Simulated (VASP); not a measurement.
Runs of VASP 6.6.1 on SiTe4H. The structure is that of space group P4/mmm (No. 123), or close to it. The cells are those of the table. 

```tsv
task	cell	k mesh	cutoff (eV)	gap on the mesh (eV)	pressure (GPa)	relaxed volume (Å³/atom)	largest force (eV/Å)
single point	a = 6.220, b = 6.220, c = 4.914 Å, 6 atoms	4 × 4 × 4	520	none	23.3	-	7.76
single point	a = 7.636, b = 7.636, c = 3.046 Å, 6 atoms	6 × 6 × 12	520	none	0.0	-	(a)
single point	a = 7.621, b = 7.621, c = 3.094 Å, 6 atoms	2 × 2 × 6	520	none	(b)	-	0.03
relaxation of cell and atoms	relaxed from a = 7.483, b = 7.483, c = 3.130 Å, 6 atoms	2 × 2 × 6	600	none	0.0	29.78	0.01
single point	a = 7.483, b = 7.483, c = 3.130 Å, 6 atoms	4 × 4 × 4	520	none	0.2	-	-
relaxation of cell and atoms	relaxed from a = 6.220, b = 6.220, c = 4.914 Å, 6 atoms	4 × 4 × 4	600	none	0.0	29.32	-
```

Alike in all rows: level PBE; potentials or basis VASP PAW PBE potentials, release 64 (Si, Te, H); no spin polarisation; smearing gaussian 0.1 eV.

Problem. Fill in the values left out.

Solution. (a) 0.02; (b) -0.2.

Caveats: some runs use coarse meshes; spin-orbit coupling is left out, which moves the levels of the heavy elements; forces of over 1 eV/Å act on the atoms, so gaps and moduli don't describe the material at rest (some runs).

A k mesh can miss the band edges, and the runs leave out spin-orbit coupling on Te.

A gap of «none» marks levels without a gap at the run's occupations.
